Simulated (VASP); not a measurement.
A run of VASP 6.6.1 is set up as follows.

File POSCAR:

```
GaAs
1.0
    2.8050957933      2.8050957933      0.0000000000
   -2.8050957933      2.8050957933      0.0000000000
    0.0000000000      2.8050957933      2.8565983122
Ga As
1 1
Direct
    0.0000000000      0.0000000000      0.0000000000
    0.7500000000      0.2500000000      0.5000000000
```

Contents of INCAR.step1:

```
SYSTEM = GaAs
ALGO     = Normal         ! electronic algorithm
EDIFF    = 1E-4           ! SCF threshold, eV
ENCUT    = 520            ! plane-wave cutoff, eV
GGA      = PE             ! functional
ISMEAR   = 0              ! smearing method
LASPH    = .TRUE.         ! aspherical terms in the spheres
LCHARG   = .FALSE.        ! write CHGCAR
LREAL    = .FALSE.        ! projectors in reciprocal space
LWAVE    = .TRUE.         ! write WAVECAR
NBANDS   = 16             ! bands
NELM     = 100            ! most SCF steps
PREC     = Accurate       ! precision mode
SIGMA    = 0.01           ! smearing width, eV
```

INCAR.step2

```
SYSTEM = GaAs
ALGO     = Normal         ! electronic algorithm
EDIFF    = 1E-6           ! SCF threshold, eV
ENCUT    = 520            ! plane-wave cutoff, eV
ISIF     = 2              ! what is computed and relaxed
ISMEAR   = 0              ! smearing method
ISTART   = 1            
LASPH    = .TRUE.         ! aspherical terms in the spheres
LCHARG   = .FALSE.        ! write CHGCAR
LMIXTAU  = .TRUE.       
LREAL    = .FALSE.        ! projectors in reciprocal space
LWAVE    = .FALSE.        ! write WAVECAR
METAGGA  = R2SCAN         ! meta-GGA
NBANDS   = 16             ! bands
NELM     = 100            ! most SCF steps
PREC     = Accurate       ! precision mode
SIGMA    = 0.01           ! smearing width, eV
```

File KPOINTS:

```
k-points
0
G
  8 8 8
  0 0 0
```

Potentials or basis: VASP PAW PBE potentials, release 64 (Ga_d, As).

Run with:

```bash
$ cat potpaw_PBE.64/Ga_d/POTCAR potpaw_PBE.64/As/POTCAR > POTCAR
$ cp INCAR.step1 INCAR
$ mpirun -np 1 vasp_std > vasp.out
$ cp INCAR.step2 INCAR
$ mpirun -np 1 vasp_std > vasp.out
```

Q: Predict the pressure.

A: 1.0 GPa.

Q: Estimate the band gap on the k mesh.

A: 1.00 eV, direct.

Stress tensor (GPa, compression positive):
```
1.44 0.00 0.00
0.00 1.44 0.00
0.00 0.00 0.17
```

Caveat: the cell differs from its parent crystal (film at in-plane strain -0.01); the PAW data sets were made with another functional, which shifts forces and pressure a little. A k mesh can miss the band edges.
